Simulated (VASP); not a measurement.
Runs of VASP 6.6.1 on ZnS (Wurtzite-4H). The structure is that of space group P6_3mc (No. 186), or close to it. The cells are those of the table. 

| level | potentials or basis | cell | gap on the mesh (eV) | pressure (GPa) | largest force (eV/Å) |
| --- | --- | --- | --- | --- | --- |
| SVWN5 | VASP PAW PBE potentials, release 64 (Zn, S) | a = 3.771, b = 3.771, c = 12.351 Å, angles 90.0, 90.0, 120.0°, 8 atoms | (b) | -1.7 | 0.05 |
| SVWN5 | VASP PAW PBE potentials, release 64 (Zn, S) | a = 3.797, b = 3.797, c = 12.436 Å, angles 90.0, 90.0, 120.0°, 8 atoms | (a) | -3.2 | 0.04 |
| PBEsol | VASP PAW PBE potentials, release 64 (Zn, S) | a = 3.823, b = 3.823, c = 12.520 Å, angles 90.0, 90.0, 120.0°, 8 atoms | 2.00 | -2.0 | 0.04 |
| r2SCAN | VASP PAW PBE potentials, release 64 (Zn, S) | a = 3.771, b = 3.771, c = 12.351 Å, angles 90.0, 90.0, 120.0°, 8 atoms | 2.89 | (c) | 0.06 |
| LDA | VASP PAW LDA potentials, release 64 (Zn, S) | a = 3.823, b = 3.823, c = 12.520 Å, angles 90.0, 90.0, 120.0°, 8 atoms | 1.90 | -4.6 | 0.04 |

Alike in all rows: task single point; no spin polarisation; k mesh 8 × 8 × 3; cutoff (eV) 520; smearing fermi-dirac 0.05 eV.

Question: Fill in the values left out.

Answer: (a) 1.97; (b) 2.07; (c) 2.4.

Caveats: the PAW data sets were made with another functional, which shifts forces and pressure a little (some runs).

A k mesh can miss the band edges.
